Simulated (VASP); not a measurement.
Set up this calculation in VASP 6.6.1, as the native input.

```yaml
Task: single point
Functional: PBE-based screened hybrid with 25 % exact exchange
Potentials_or_basis: VASP PAW PBE potentials, release 64 (Fe, O)
Cutoff: 520 eV
k_mesh: 5 × 5 × 5
Occupations: fermi-dirac, width 0.05 eV
Spin: collinear spin, ferromagnetic start
Starting_moments: "[3.0, 0.0] μB"
Dipole_correction: no
Grid_for_exact_exchange_PRECFOCK: Normal
Share_of_exact_exchange: 0.25
Further_INCAR_settings: ALGO = Normal; EDIFF = 1e-07; NBANDS = 18
Screening_parameter: 0.3 1/Å
```

FeO:

```xyz
2
Lattice="2.9029 0.0000 0.0000 -1.4515 2.5140 0.0000 0.0000 0.0000 2.8331" Properties=species:S:1:pos:R:3 pbc="T T T"
Fe    0.0000    0.0000    0.0000
O     1.4515    0.8380    1.4165
```

One way to write it, as run:

POSCAR

```
FeO
1.0
    2.9029055100      0.0000000000      0.0000000000
   -1.4514527500      2.5139899200      0.0000000000
    0.0000000000      0.0000000000      2.8330919500
Fe O
1 1
Direct
    0.0000000000      0.0000000000      0.0000000000
    0.6666666667      0.3333333333      0.5000000000
```

INCAR.step1

```
SYSTEM = FeO
ALGO     = Normal         ! electronic algorithm
EDIFF    = 1E-5           ! SCF threshold, eV
ENCUT    = 520            ! plane-wave cutoff, eV
GGA      = PE             ! functional
ISIF     = 2              ! what is computed and relaxed
ISMEAR   = -1             ! smearing method
ISPIN    = 2              ! spin polarisation
LASPH    = .True.         ! aspherical terms in the spheres
LCHARG   = .False.        ! write CHGCAR
LMAXMIX  = 4              ! l up to which the mixer works
LORBIT   = 11             ! projections on sites
LREAL    = .False.        ! projectors in reciprocal space
LWAVE    = .True.         ! write WAVECAR
MAGMOM   = 3 0            ! initial moments
NBANDS   = 18             ! bands
NELM     = 150            ! most SCF steps
PREC     = Accurate       ! precision mode
SIGMA    = 0.05           ! smearing width, eV
```

INCAR.step2

```
SYSTEM = FeO
AEXX     = 0.25           ! exact-exchange fraction
ALGO     = Normal         ! electronic algorithm
EDIFF    = 1E-7           ! SCF threshold, eV
ENCUT    = 520            ! plane-wave cutoff, eV
GGA      = PE             ! functional
HFSCREEN = 0.3            ! screening, 1/A
ISIF     = 2              ! what is computed and relaxed
ISMEAR   = -1             ! smearing method
ISPIN    = 2              ! spin polarisation
ISTART   = 1            
LASPH    = .True.         ! aspherical terms in the spheres
LCHARG   = .False.        ! write CHGCAR
LHFCALC  = .True.         ! exact exchange
LMAXMIX  = 4              ! l up to which the mixer works
LORBIT   = 11             ! projections on sites
LREAL    = .False.        ! projectors in reciprocal space
LWAVE    = .False.        ! write WAVECAR
MAGMOM   = 3 0            ! initial moments
NBANDS   = 18             ! bands
NELM     = 150            ! most SCF steps
PREC     = Accurate       ! precision mode
PRECFOCK = Normal       
SIGMA    = 0.05           ! smearing width, eV
```

KPOINTS

```
k-points
0
Gamma
  5 5 5
  0 0 0
```

Potentials or basis: VASP PAW PBE potentials, release 64 (Fe, O).

Command:

```sh
$ cat potpaw_PBE.64/Fe/POTCAR potpaw_PBE.64/O/POTCAR > POTCAR
$ cp INCAR.step1 INCAR
$ mpirun -np 1 vasp_std > vasp.out
$ cp INCAR.step2 INCAR
$ mpirun -np 1 vasp_std > vasp.out
```

It gave:

```yaml
Pressure: -15.7 GPa
Band_gap_on_the_k_mesh: 0.05 eV (least direct gap 0.34 eV)
Net_moment: 4.01 μB per cell
Site_moments: Fe +3.71; O +0.29 μB
Valence_electrons_inside_the_program's_atomic_spheres: Fe 6.63; O 5.01
```

Caveat: the k points lie up to 0.50 Å⁻¹ apart; the smearing spreads over this small gap; the PAW data sets were made with another functional, which shifts forces and pressure a little; a cell with one magnetic atom can't hold antiferromagnetic order, which such compounds often take.

Run time: 72 min on 1 thread of AMD EPYC 7R43 64-Core Processor (Zen 3), with other jobs on the host, peak memory 0.23 GiB.
